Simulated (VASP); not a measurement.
# ZnO (base) (P6_3mc) in VASP: vibrations by perturbation theory with PBE

Aim: the vibrations by perturbation theory of ZnO (base) with PBE.

All numbers are computed with VASP 6.6.1; they aren't measurements. Logs are shortened: lines on timing, memory, paths and dates and some standing lists are left out, and cuts for length are marked.

## (1) The cell of the first run

Symmetry: P6_3mc, No. 186, hexagonal system. Conventional cell: a = 3.279 Å, b = 3.279 Å, c = 5.294 Å, α = 90.00°, β = 90.00°, γ = 120.00°. Zn (site symmetry 3m) has 4 O at 2.00 to 2.01 Å within 2.6 Å. Within 2.6 Å of O (site symmetry 3m) lie 4 Zn at 2.00 to 2.01 Å.

## (2) Vibrations by perturbation theory, PBE

The input, INCAR:

```
ALGO = Normal
EDIFF = 1E-8
ENCUT = 520
GGA = PE
IBRION = 8
ISIF = 2
ISMEAR = 0
LASPH = T
LCHARG = F
LEPSILON = T
LREAL = F
LWAVE = F
NELM = 100
NSW = 1
PREC = Accurate
SIGMA = 0.01
```

The input, KPOINTS:

```
k-points
0
Gamma
  9 9 6
```

The input, POSCAR:

```
ZnO
1.0
    3.2794793292      0.0000000000      0.0000000000
   -1.6397396646      2.8401124103      0.0000000000
    0.0000000000      0.0000000000      5.2936316997
Zn O
2 2
Direct
    0.3333333333      0.6666666667      0.4999662192
    0.6666666667      0.3333333333     -0.0000337808
    0.6666666667      0.3333333333      0.3790437808
    0.3333333333      0.6666666667      0.8790437808
```

Potentials or basis: VASP PAW PBE potentials, release 64 (Zn, O).

On the command line:

```
$ cat potpaw_PBE.64/Zn/POTCAR potpaw_PBE.64/O/POTCAR > POTCAR
$ mpirun -np 1 vasp_std > vasp.out
```

OUTCAR:

```text
EDIFF = 1E-8
   ENCUT = 520
   GGA = PE
   IBRION = 8
   ISIF = 2
   ISMEAR = 0
   LASPH = T
   LEPSILON = T
   LREAL = F
   NELM = 100
   NSW = 1
   PREC = Accurate

 ion  position               nearest neighbor table
   1  0.333  0.667  0.500-   3 2.00   3 2.00   3 2.00   4 2.01
   2  0.667  0.333  1.000-   4 2.00   4 2.00   4 2.00   3 2.01
   3  0.667  0.333  0.379-   1 2.00   1 2.00   1 2.00   2 2.01
   4  0.333  0.667  0.879-   2 2.00   2 2.00   2 2.00   1 2.01

  LATTYP: Found a hexagonal cell.
 ALAT       =     3.2794793292
 C/A-ratio  =     1.6141683384

  Lattice vectors:

 A1 = (   3.2794793292,   0.0000000000,   0.0000000000)
 A2 = (  -1.6397396646,   2.8401124103,   0.0000000000)
 A3 = (   0.0000000000,   0.0000000000,   5.2936316997)

Analysis of symmetry for initial positions (statically):
=====================================================================
 Subroutine PRICEL returns:
 Original cell was already a primitive cell.

 Routine SETGRP: Setting up the symmetry group for a
 hexagonal supercell.

 Subroutine GETGRP returns: Found 12 space group operations
 (whereof  6 operations were pure point group operations)
 out of a pool of 24 trial point group operations.

The static configuration has the point symmetry C_3v.
 The point group associated with its full space group is C_6v.

Analysis of symmetry for dynamics (positions and initial velocities):
=====================================================================
 Subroutine PRICEL returns:
 Original cell was already a primitive cell.

 Routine SETGRP: Setting up the symmetry group for a
 hexagonal supercell.

 Subroutine GETGRP returns: Found 12 space group operations
 (whereof  6 operations were pure point group operations)
 out of a pool of 24 trial point group operations.

The dynamic configuration has the point symmetry C_3v.
 The point group associated with its full space group is C_6v.

 Subroutine INISYM returns: Found 12 space group operations
 (whereof  6 operations are pure point group operations),
 and found     1 'primitive' translations

----------------------------------------------------------------------------------------

                                     Primitive cell

  volume of cell :      49.3054

  direct lattice vectors                    reciprocal lattice vectors
     3.279479329  0.000000000  0.000000000     0.304926453  0.176049370  0.000000000
    -1.639739665  2.840112410  0.000000000     0.000000000  0.352098740  0.000000000
     0.000000000  0.000000000  5.293631700     0.000000000  0.000000000  0.188906229

  length of vectors
     3.279479329  3.279479329  5.293631700     0.352098740  0.352098740  0.188906229

  position of ions in fractional coordinates (direct lattice)
     0.333333333  0.666666667  0.499966219
     0.666666667  0.333333333  0.999966219
     0.666666667  0.333333333  0.379043781
     0.333333333  0.666666667  0.879043781

  ion indices of the primitive-cell ions
   primitive index   ion index
                 1           1
                 2           2
[... 789 lines left out ...]
     0.39438  0.00000  0.00000
     0.00000  0.39438  0.00000
     0.00000  0.00000 -0.79351

[... ionic steps 4 to 9 ...]

--------------------------------------- Ionic step       10  -------------------------------------------

------------------------ aborting loop because EDIFF is reached ----------------------------------------

[... ionic steps 11 to 11 ...]

--------------------------------------- Ionic step       12  -------------------------------------------

 Free energy of the ion-electron system (eV)
  ---------------------------------------------------
  ---------------------------------------------------
  free energy    TOTEN  =        -0.37801319 eV

  energy without entropy =       -0.37801319

------------------------ aborting loop because EDIFF is reached ----------------------------------------

 INTERNAL STRAIN TENSOR  FOR ION    3  DIRECTION 3   (eV/Angst):
 -----------------------------------------------------------------------------
     3.94747  0.00000  0.00000
    -0.00000  3.94747  0.00000
     0.00000  0.00000 -7.78235

 MACROSCOPIC STATIC DIELECTRIC TENSOR (including local field effects in DFT)
 ------------------------------------------------------
           6.109102     0.000000    -0.000000
           0.000000     6.109102     0.000000
           0.000000     0.000000     5.870458
 ------------------------------------------------------

 PIEZOELECTRIC TENSOR (including local field effects)  for field in x, y, z        (e  Angst)
          XX          YY          ZZ          XY          YZ          ZX
  --------------------------------------------------------------------------------
  x     0.00000    -0.00000     0.00000     0.00000     0.00000     1.28013
  y     0.00000    -0.00000     0.00000     0.00000     1.28013     0.00000
  z     1.21366     1.21366    -2.44195     0.00000     0.00000    -0.00000

 PIEZOELECTRIC TENSOR (including local field effects)  for field in x, y, z        (C/m^2)
          XX          YY          ZZ          XY          YZ          ZX
  --------------------------------------------------------------------------------
  x     0.00000    -0.00000     0.00000     0.00000     0.00000     0.41598
  y     0.00000    -0.00000     0.00000     0.00000     0.41598     0.00000
  z     0.39438     0.39438    -0.79351     0.00000     0.00000    -0.00000

 BORN EFFECTIVE CHARGES (including local field effects) (in |e|, cummulative output)
 ---------------------------------------------------------------------------------
 ion    1
    1     2.15112     0.00000     0.00000
    2     0.00000     2.15112     0.00000
    3     0.00000    -0.00000     2.19685
 ion    2
    1     2.15112     0.00000     0.00000
    2     0.00000     2.15112     0.00000
    3     0.00000     0.00000     2.19685
 ion    3
    1    -2.15112     0.00000     0.00000
    2     0.00000    -2.15112     0.00000
    3     0.00000    -0.00000    -2.19685
 ion    4
    1    -2.15112     0.00000     0.00000
    2     0.00000    -2.15112     0.00000
    3     0.00000     0.00000    -2.19685

 INTERNAL STRAIN TENSOR FOR ION    4 for displacements in x,y,z  (eV/Angst):
          X           Y           Z          XY          YZ          ZX
  --------------------------------------------------------------------------------
  x    -0.00000     0.00000     0.00000    -7.22917    -0.00000     3.78045
  y    -7.22917     7.22917     0.00000     0.00000     4.09359     0.00000
  z     3.94747     3.94747    -7.78235     0.00000     0.00000     0.00000

 SECOND DERIVATIVES (NOT SYMMETRIZED)
 ------------------------------------
               1X          1Y          1Z          2X          2Y          2Z          3X          3Y          3Z          4X          4Y          4Z
  1X    -6.923911   -0.000000    0.000000    0.291805    0.000000   -0.000000    6.521701    0.000000    0.000000    0.110406    0.000000   -0.000000
  1Y     0.000000   -6.923911    0.000000   -0.000000    0.291805    0.000000    0.000000    6.521701    0.000000    0.000000    0.110406    0.000000
  1Z     0.000000    0.000000  -10.650434    0.000000    0.000000    4.721746    0.000000   -0.000000    1.567870    0.000000    0.000000    4.360818
  2X     0.291805    0.000000    0.000000   -6.923911   -0.000000    0.000000    0.110406    0.000000    0.000000    6.521701   -0.000000    0.000000
  2Y    -0.000000    0.291805    0.000000    0.000000   -6.923911    0.000000    0.000000    0.110406   -0.000000   -0.000000    6.521701   -0.000000
  2Z     0.000000   -0.000000    4.721746   -0.000000    0.000000  -10.650434    0.000000   -0.000000    4.360818   -0.000000    0.000000    1.567870
  3X     6.521839    0.000000    0.000000    0.103289   -0.000000    0.000000   -7.514621    0.000000   -0.000000    0.889493    0.000000   -0.000000
  3Y     0.000000    6.521839    0.000000   -0.000000    0.103289    0.000000   -0.000000   -7.514621    0.000000    0.000000    0.889493    0.000000
  3Z     0.000000    0.000000    1.520341    0.000000   -0.000000    4.385914   -0.000000    0.000000  -10.644305    0.000000    0.000000    4.738050
  4X     0.103289    0.000000    0.000000    6.521839    0.000000    0.000000    0.889493    0.000000    0.000000   -7.514621    0.000000    0.000000
  4Y     0.000000    0.103289   -0.000000   -0.000000    6.521839    0.000000   -0.000000    0.889493    0.000000   -0.000000   -7.514621   -0.000000
  4Z    -0.000000    0.000000    4.385914    0.000000    0.000000    1.520341    0.000000   -0.000000    4.738050    0.000000    0.000000  -10.644305

 Eigenvectors and eigenvalues of the dynamical matrix
 ----------------------------------------------------

   1 f  =   15.411158 THz    96.831164 2PiTHz  514.060911 cm-1    63.735401 meV
             X         Y         Z           dx          dy          dz
     -0.000000  1.893408  2.646637     0.000000    0.000000   -0.083371
      1.639740  0.946704  5.293453    -0.000000   -0.000000    0.083371
      1.639740  0.946704  2.006518    -0.000000   -0.000000   -0.702175
     -0.000000  1.893408  4.653334     0.000000    0.000000    0.702175
[... 71 lines left out ...]
  12 f/i=    0.007995 THz     0.050232 2PiTHz    0.266676 cm-1     0.033064 meV
             X         Y         Z           dx          dy          dz
     -0.000000  1.893408  2.646637    -0.000000    0.000000    0.633568
      1.639740  0.946704  5.293453    -0.000000    0.000000    0.633568
      1.639740  0.946704  2.006518    -0.000000    0.000000    0.313994
     -0.000000  1.893408  4.653334    -0.000000    0.000000    0.313994

--------------------------------------------------------------------------------------------------------

 MACROSCOPIC STATIC DIELECTRIC TENSOR IONIC CONTRIBUTION
 ------------------------------------------------------
           5.123966     0.000000    -0.000000
           0.000000     5.123966     0.000000
          -0.000000     0.000000     5.986423
 ------------------------------------------------------

 ELASTIC MODULI CONTR FROM IONIC RELAXATION (kBar)
 Direction    XX          YY          ZZ          XY          YZ          ZX
 --------------------------------------------------------------------------------
 XX        -584.1515    241.0957    337.7813     -0.0000     -0.0000      0.0000
 YY         241.0957   -584.1515    337.7813      0.0000     -0.0000     -0.0000
 ZZ         337.7813    337.7813   -665.1757      0.0000      0.0000     -0.0000
 XY          -0.0000      0.0000      0.0000   -412.6236      0.0000      0.0000
 YZ          -0.0000     -0.0000      0.0000      0.0000   -150.1296     -0.0000
 ZX           0.0000     -0.0000     -0.0000      0.0000     -0.0000   -144.2993
 --------------------------------------------------------------------------------

 PIEZOELECTRIC TENSOR IONIC CONTR  for field in x, y, z        (C/m^2)
          XX          YY          ZZ          XY          YZ          ZX
  --------------------------------------------------------------------------------
  x     0.00000    -0.00000    -0.00000     0.00000    -0.00000    -0.80911
  y    -0.00000    -0.00000     0.00000     0.00000    -0.82529    -0.00000
  z    -0.95351    -0.95351     1.87769    -0.00000    -0.00000     0.00000
```

Run time: 14 min. Hardware: 1 thread of Intel Xeon Platinum 8488C (Sapphire Rapids), shared host; peak memory 0.64 GiB.

What came out:

* Electronic dielectric tensor (diagonal): 6.11, 6.11, 5.87
* Born charges (mean of the diagonal): Zn +2.17; O -2.17 e
* Highest phonon frequency at Γ, LO-TO splitting left out: 514 cm⁻¹

Phonon frequencies in cm⁻¹ (negative: imaginary):
```tsv
q point	frequencies
(0.000, 0.000, 0.000)	0 0 0 92 92 247 354 374 374 406 406 514
```

Electronic dielectric tensor:
```
6.11 0.00 0.00
0.00 6.11 0.00
0.00 0.00 5.87
```

Born effective charge tensors (e):
atom 1, Zn
```
2.15 0.00 0.00
0.00 2.15 0.00
0.00 0.00 2.20
```
atom 2, Zn
```
2.15 0.00 0.00
0.00 2.15 0.00
0.00 0.00 2.20
```
atom 3, O
```
-2.15  0.00  0.00
 0.00 -2.15  0.00
 0.00  0.00 -2.20
```
atom 4, O
```
-2.15  0.00  0.00
 0.00 -2.15  0.00
 0.00  0.00 -2.20
```
